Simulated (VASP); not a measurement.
# BaCr (Fm-3m) in VASP: notebook, part 2 of 2

VASP 6.6.1. The steps go on from the part before.

## Step 3: Single point, PBE, collinear spin, ferromagnetic start

This run uses another cell than the first one, of 41.50 Å³/atom.

INCAR

```
ALGO = Normal
EDIFF = 1E-7
ENCUT = 520
GGA = PE
ISIF = 2
ISMEAR = 0
ISPIN = 2
LASPH = T
LCHARG = F
LMAXMIX = 4
LORBIT = 11
LREAL = F
LWAVE = F
MAGMOM = 0 4.15
NBANDS = 22
NELM = 150
PREC = Accurate
SIGMA = 0.1
```

KPOINTS

```
k-points
0
Gamma
  6 6 6
```

POSCAR

```
BaCr
1.0
    0.0000000000      3.4621452627      3.4621452627
    3.4621452627      0.0000000000      3.4621452627
    3.4621452627      3.4621452627      0.0000000000
Ba Cr
1 1
Direct
    0.0000000000      0.0000000000      0.0000000000
    0.5000000000      0.5000000000      0.5000000000
```

Potentials or basis: VASP PAW PBE potentials, release 64 (Ba_sv, Cr_pv).

On the command line:

```
cat potpaw_PBE.64/Ba_sv/POTCAR potpaw_PBE.64/Cr_pv/POTCAR > POTCAR
mpirun -np 1 vasp_std > vasp.out
```

OUTCAR:

```text
EDIFF = 1E-7
   ENCUT = 520
   GGA = PE
   ISIF = 2
   ISMEAR = 0
   ISPIN = 2
   LASPH = T
   LORBIT = 11
   LREAL = F
   NELM = 150
   PREC = Accurate

 ion  position               nearest neighbor table
   1  0.000  0.000  0.000-   2 3.46   2 3.46   2 3.46   2 3.46   2 3.46   2 3.46
   2  0.500  0.500  0.500-   1 3.46   1 3.46   1 3.46   1 3.46   1 3.46   1 3.46

  LATTYP: Found a face centered cubic cell.
 ALAT       =     6.9242905254

  Lattice vectors:

 A1 = (   0.0000000000,   3.4621452627,   3.4621452627)
 A2 = (   3.4621452627,   0.0000000000,   3.4621452627)
 A3 = (   3.4621452627,   3.4621452627,   0.0000000000)

Analysis of symmetry for initial positions (statically):
=====================================================================
 Subroutine PRICEL returns:
 Original cell was already a primitive cell.

 Routine SETGRP: Setting up the symmetry group for a
 face centered cubic supercell.

 Subroutine GETGRP returns: Found 48 space group operations
 (whereof 48 operations were pure point group operations)
 out of a pool of 48 trial point group operations.

The static configuration has the point symmetry O_h .

Analysis of symmetry for dynamics (positions and initial velocities):
=====================================================================
 Subroutine PRICEL returns:
 Original cell was already a primitive cell.

 Routine SETGRP: Setting up the symmetry group for a
 face centered cubic supercell.

 Subroutine GETGRP returns: Found 48 space group operations
 (whereof 48 operations were pure point group operations)
 out of a pool of 48 trial point group operations.

The dynamic configuration has the point symmetry O_h .

Analysis of structural, dynamic, and magnetic symmetry:
=====================================================================
 Subroutine PRICEL returns:
 Original cell was already a primitive cell.

 Routine SETGRP: Setting up the symmetry group for a
 face centered cubic supercell.

 Subroutine GETGRP returns: Found 48 space group operations
 (whereof 48 operations were pure point group operations)
 out of a pool of 48 trial point group operations.

The overall configuration has the point symmetry O_h .

 Subroutine INISYM returns: Found 48 space group operations
 (whereof 48 operations are pure point group operations),
 and found     1 'primitive' translations

----------------------------------------------------------------------------------------

                                     Primitive cell

  volume of cell :      82.9977

  direct lattice vectors                    reciprocal lattice vectors
     0.000000000  3.462145263  3.462145263    -0.144419128  0.144419128  0.144419128
     3.462145263  0.000000000  3.462145263     0.144419128 -0.144419128  0.144419128
     3.462145263  3.462145263  0.000000000     0.144419128  0.144419128 -0.144419128

  length of vectors
[... 59 lines left out ...]
   dimension x,y,z NGXF=    72 NGYF=   72 NGZF=   72
   ions per type =               1   1
   NGX,Y,Z   is equivalent  to a cutoff of  12.22, 12.22, 12.22 a.u.
   NGXF,Y,Z  is equivalent  to a cutoff of  24.45, 24.45, 24.45 a.u.
 SYSTEM =  unknown system
   PREC   = accura    normal or accurate (medium, high low for compatibility)
   ISTART =      0    job   : 0-new  1-cont  2-samecut
   ICHARG =      2    charge: 1-file 2-atom 10-const
   ISPIN  =      2    spin polarized calculation?
   LNONCOLLINEAR =      F non collinear calculations
   LSORBIT =      F    spin-orbit coupling
   LASPH  =      T    aspherical Exc in radial PAW
   ENCUT  =  520.0 eV  38.22 Ry    6.18 a.u.   9.10  9.10  9.10*2*pi/ulx,y,z
   NELM   =    150;   NELMIN=  2; NELMDL= -5     # of ELM steps
   EDIFF  = 0.1E-06   stopping-criterion for ELM
   LREAL  =      F    real-space projection
   EDIFFG = 0.1E-05   stopping-criterion for IOM
   NSW    =      0    number of steps for IOM
   IBRION =     -1    ionic relax: 0-MD 1-quasi-New 2-CG
   NFREE  =      0    steps in history (QN), initial steepest desc. (CG)
   ISIF   =      2    stress and relaxation
   ISYM   =      2    0-nonsym 1-usesym 2-fastsym
   POTIM  = 0.5000    time-step for ionic-motion
   TEBEG  =    0.0;   TEEND  =   0.0 temperature during run
   PSTRESS=    0.0 pullay stress
   NELECT =      22.0000    total number of electrons
   NUPDOWN=      -1.0000    fix difference up-down
   EMIN   =  10.00;   EMAX   =-10.00  energy-range for DOS
   EFERMI =   0.00;   METHOD = LEGACY
   ISMEAR =     0;   SIGMA  =   0.10  broadening in eV -4-tet -1-fermi 0-gaus
   EFERMI_NEDOS =   21; number of points for ismear=-14 and -15
   IALGO  =     38    algorithm
   IMIX   =      4    mixing-type and parameters
     AMIX     =   0.40;   BMIX     =  1.00
     AMIX_MAG =   1.60;   BMIX_MAG =  1.00
  volume/ion in A,a.u.               =      41.50       280.05
  Fermi-wavevector in a.u.,A,eV,Ry     =   1.051624  1.987281 15.046857  1.105913
  Thomas-Fermi vector in A             =   2.186674
   LORBIT       =     11    0 simple, 1 ext, 2 COOP (PROOUT), +10 PAW based schemes
   GGA     = PE    functional components
   LHFCALC =     F    Hartree Fock is set to
   AEXX    =    0.0000 exact exchange contribution
   IVDW    =     0    specifies the selected vdW correction
   LEPSILON=     F    determine dielectric tensor
   LRPA    =     F    only Hartree local field effects (RPA)
 spin polarized calculation
 Gauss-broadening in eV      SIGMA  =   0.10
  energy-cutoff  :      520.00
  volume of cell :       83.00
 maximum number of plane-waves:      2252
   NGX = 19   NGY = 19   NGZ = 19

 number of electron      22.0000000 magnetization       4.6545441

 Free energy of the ion-electron system (eV)
  ---------------------------------------------------
  ext. energy  EPLUGINS =         0.00000000
  ---------------------------------------------------
  free energy    TOTEN  =        -9.25855538 eV

  energy without entropy =       -9.24438012  energy(sigma->0) =       -9.25146775

 E-fermi :   2.2728     XC(G=0):  -8.1803

 val. band max:        2.2448562586   @ k =   0.5000   0.3333   0.1667
 cond. band min:       2.2810920345   @ k =   0.5000   0.3333   0.1667
 fundamental gap:      0.0362357759
 Fermi energy:         2.2728364202

 spin component 1

 k-point     1 :       0.0000    0.0000    0.0000
  band No.  band energies     occupation
      1     -41.6011      1.00000
      2     -41.6011      1.00000
      3     -41.6011      1.00000
      4     -25.9536      1.00000
      5     -11.0900      1.00000
      6     -11.0900      1.00000
[... 389 lines left out ...]
     21       8.5405      0.00000
     22       8.7204      0.00000
 Fermi energy:         2.2728364202

 spin component 2

 k-point     1 :       0.0000    0.0000    0.0000
  band No.  band energies     occupation
      1     -37.6203      1.00000
      2     -37.6203      1.00000
      3     -37.6203      1.00000
      4     -25.9458      1.00000
      5     -11.0806      1.00000
      6     -11.0806      1.00000
[... 389 lines left out ...]
     21       9.4434      0.00000
     22      11.7933      0.00000

------------------------ aborting loop because EDIFF is reached ----------------------------------------

  FORCE on cell =-STRESS in cart. coord.  units (eV):
  Direction    XX          YY          ZZ          XY          YZ          ZX
  --------------------------------------------------------------------------------------
  -------------------------------------------------------------------------------------
  Total        0.2000618      0.2000618      0.2000618      0.0000000      0.0000000      0.0000000
  in kB        3.8619701      3.8619701      3.8619701      0.0000000      0.0000000      0.0000000
  external PRESSURE =       3.8619701 kB  Pullay stress =       0.0000000 kB

 VOLUME and BASIS-vectors are now :
 -----------------------------------------------------------------------------
  energy-cutoff  :      520.00
  volume of cell :       83.00
      direct lattice vectors                 reciprocal lattice vectors
     0.000000000  3.462145263  3.462145263    -0.144419128  0.144419128  0.144419128
     3.462145263  0.000000000  3.462145263     0.144419128 -0.144419128  0.144419128
     3.462145263  3.462145263  0.000000000     0.144419128  0.144419128 -0.144419128

 POSITION                                       TOTAL-FORCE (eV/Angst)
 -----------------------------------------------------------------------------------
      0.00000      0.00000      0.00000         0.000000     -0.000000      0.000000
      3.46215      3.46215      3.46215         0.000000      0.000000     -0.000000
 -----------------------------------------------------------------------------------
    total drift:                                0.000000      0.000000      0.000000

  FREE ENERGIE OF THE ION-ELECTRON SYSTEM (eV)
  ---------------------------------------------------
  free  energy   TOTEN  =        -9.2585553831 eV

  energy  without entropy=       -9.2443801159  energy(sigma->0) =       -9.25146775

 total charge

# of ion       s       p       d       tot
------------------------------------------
    1        2.043   5.555   0.335   7.934
    2        0.377   6.021   4.146  10.544
--------------------------------------------------
tot          2.420  11.577   4.481  18.478

 magnetization (x)

# of ion       s       p       d       tot
------------------------------------------
    1       -0.001   0.008   0.020   0.027
    2        0.086   0.013   3.986   4.085
--------------------------------------------------
tot          0.084   0.022   4.006   4.112
```

OSZICAR:

```text
N       E                     dE             d eps       ncg     rms          rms(c)
DAV:   1     0.167741745979E+03    0.16774E+03   -0.10938E+04  1464   0.885E+02
DAV:   2    -0.203427225878E+00   -0.16795E+03   -0.16134E+03  1540   0.242E+02
DAV:   3    -0.899842558374E+01   -0.87950E+01   -0.86912E+01  1730   0.574E+01
DAV:   4    -0.925924417941E+01   -0.26082E+00   -0.26038E+00  1856   0.827E+00
DAV:   5    -0.926417879638E+01   -0.49346E-02   -0.49322E-02  1804   0.972E-01    0.661E+00
DAV:   6    -0.956399223665E+01   -0.29981E+00   -0.11241E+01  1632   0.137E+01    0.848E+00
DAV:   7    -0.925835188830E+01    0.30564E+00   -0.24010E+00  1570   0.789E+00    0.223E+00
DAV:   8    -0.925758241658E+01    0.76947E-03   -0.10984E-01  1684   0.172E+00    0.929E-01
DAV:   9    -0.925843154259E+01   -0.84913E-03   -0.34645E-02  1714   0.102E+00    0.634E-01
DAV:  10    -0.925808543949E+01    0.34610E-03   -0.13480E-02  1648   0.680E-01    0.122E-01
DAV:  11    -0.925849750720E+01   -0.41207E-03   -0.77693E-04  1608   0.123E-01    0.403E-02
DAV:  12    -0.925853325446E+01   -0.35747E-04   -0.31864E-05  1742   0.325E-02    0.211E-02
DAV:  13    -0.925854892641E+01   -0.15672E-04   -0.11470E-05  1604   0.228E-02    0.173E-02
DAV:  14    -0.925855514966E+01   -0.62232E-05   -0.14080E-05  1672   0.194E-02    0.312E-03
DAV:  15    -0.925855542122E+01   -0.27156E-06   -0.82878E-07  1722   0.350E-03    0.257E-03
DAV:  16    -0.925855538307E+01    0.38150E-07   -0.35414E-07  1676   0.221E-03
   1 F= -.92585554E+01 E0= -.92514677E+01  d E =-.141753E-01  mag=     4.6533
```

stdout:

```text
POSCAR found type information on POSCAR BaCr
 POSCAR found :  2 types and       2 ions
 scaLAPACK will be used
 LDA part: xc-table for (Slater+PW92), standard interpolation
 POSCAR, INCAR and KPOINTS ok, starting setup
 FFT: planning ... GRIDC
 FFT: planning ... GRID_SOFT
 FFT: planning ... GRID
 WAVECAR not read
 entering main loop
```

It took 2 min on 1 thread of Intel Xeon 8259CL, shared host; peak memory 0.26 GiB.

What came out:

| Quantity | Value |
| --- | --- |
| Free energy | -9.2586 eV |
| Pressure | 0.4 GPa |
| Net moment | 4.65 μB per cell |
| Site moments | Ba +0.03; Cr +4.08 μB |
| Valence electrons inside the program's atomic spheres | Ba 7.93; Cr 10.54 |

Caveat: spin-orbit coupling is left out, which moves the levels of the heavy elements.

## Step 4: Relaxation of cell and atoms, PBE, collinear spin, ferromagnetic start

INCAR

```
ALGO = Fast
EDIFF = 1E-7
EDIFFG = -0.04
ENCUT = 600
GGA = PE
IBRION = 2
ISIF = 3
ISMEAR = 0
ISPIN = 2
LASPH = True
LCHARG = False
LMAXMIX = 4
LORBIT = 11
LREAL = False
LWAVE = False
MAGMOM = 0 4.15
NELM = 150
NSW = 90
PREC = Accurate
SIGMA = 0.1
```

KPOINTS is that of step 3.

POSCAR

```
BaCr
1.0
    0.0000000000      2.9269485438      2.9269485438
    2.9269485438      0.0000000000      2.9269485438
    2.9269485438      2.9269485438      0.0000000000
Ba Cr
1 1
Direct
    0.0000000000      0.0000000000      0.0000000000
    0.5000000000      0.5000000000      0.5000000000
```

On the command line:

```
cat potpaw_PBE.64/Ba_sv/POTCAR potpaw_PBE.64/Cr_pv/POTCAR > POTCAR
mpirun -np 1 vasp_std > vasp.out
```

Run time: 6.5 min. Hardware: 1 thread of Intel Xeon 8259CL, shared host; peak memory 0.26 GiB.

The run converged. Its results:

```
Free energy                                           : -9.2445 eV
Relaxed volume                                        : 41.71 Å³/atom
Relaxed cell                                          : a = 4.905 Å, b = 4.905 Å, c = 4.905 Å, α = 60.00°, β = 60.00°, γ = 60.00°
Space group after relaxing (to 0.1 Å)                 : Fm-3m (No. 225)
Energy gained by relaxing                             : 612.1 meV/atom
Ionic steps                                           : 4
Pressure after relaxing                               : 0.2 GPa
Net moment                                            : 4.68 μB per cell
Site moments                                          : Ba +0.03; Cr +4.09 μB
Valence electrons inside the program's atomic spheres : Ba 7.93; Cr 10.54
```

Step by step:
| step | energy change (eV) | largest force (eV/Å) | pressure (GPa) | volume (Å³) |
| --- | --- | --- | --- | --- |
| 1 | 0.0000 | 0.0000 | 16.34 | 50.15 |
| 2 | -1.1111 | 0.0000 | 3.20 | 71.09 |
| 3 | -1.2172 | 0.0000 | 0.65 | 80.47 |
| 4 | -1.2242 | 0.0000 | 0.15 | 83.43 |

Final structure:
```
Ba Cr
1.0
     0.00000    3.46814    3.46814
     3.46814    0.00000    3.46814
     3.46814    3.46814    0.00000
Ba Cr
1 1
Direct
  0.00000 0.00000 0.00000
  0.50000 0.50000 0.50000
```

Levels at points of the mesh, in eV from the Fermi level:
Spin up:
| k point | band 10 | band 11 | band 12 | band 13 | band 14 | band 15 | band 16 | band 17 |
| --- | --- | --- | --- | --- | --- | --- | --- | --- |
| (0.00, 0.00, 0.00) | -1.63 | -1.48 | -1.48 | -1.48 | 2.74 | 2.74 | 2.74 | 3.87 |
| (0.50, 0.00, 0.00) | -1.20 | -1.20 | -1.09 | -1.09 | -0.86 | 0.82 | 0.82 | 3.96 |
| (0.50, 0.50, 0.00) | -1.46 | -1.38 | -1.02 | -1.02 | 0.59 | 1.72 | 2.86 | 2.86 |
Spin down:
| k point | band 5 | band 6 | band 7 | band 8 | band 9 | band 10 | band 11 | band 12 | band 13 | band 14 |
| --- | --- | --- | --- | --- | --- | --- | --- | --- | --- | --- |
| (0.00, 0.00, 0.00) | -13.36 | -13.36 | -13.36 | -3.24 | 0.71 | 0.71 | 0.71 | 0.98 | 0.98 | 4.08 |
| (0.50, 0.00, 0.00) | -13.59 | -13.40 | -13.40 | -1.05 | -0.39 | 1.31 | 1.31 | 2.04 | 2.04 | 2.10 |
| (0.50, 0.50, 0.00) | -13.57 | -13.44 | -13.44 | -1.31 | -0.49 | 0.86 | 1.48 | 1.68 | 2.42 | 2.42 |

Caveat: the volume moved by over 15 % at a fixed basis, so the end points are rough; spin-orbit coupling is left out, which moves the levels of the heavy elements.

## Step 5: Overview

| task | cell | cutoff (eV) | gap on the mesh (eV) | pressure (GPa) | moment (μB) |
| --- | --- | --- | --- | --- | --- |
| single point | a = 4.139 Å, angles 60.0°, 2 atoms | 520 | none | 16.3 | 4.20 |
| single point | a = 4.896 Å, angles 60.0°, 2 atoms | 520 | none | 0.4 | 4.65 |
| relaxation of cell and atoms | relaxed from a = 4.139 Å, angles 60.0°, 2 atoms | 600 | none | 0.2 | 4.68 |

Alike in all rows: level PBE; potentials or basis VASP PAW PBE potentials, release 64 (Ba_sv, Cr_pv); spin collinear, ferromagnetic start; k mesh 6 × 6 × 6; smearing gaussian 0.1 eV.

Caveats: spin-orbit coupling is left out, which moves the levels of the heavy elements; the cell stands under pressure (at least some runs); the volume moved by over 15 % at a fixed basis, so the end points are rough (at least some runs).

Total energies depend on the potentials used, so only differences within one code and one set of settings carry meaning.

The gap in the log of VASP goes by the Fermi energy; the results here count the filled bands.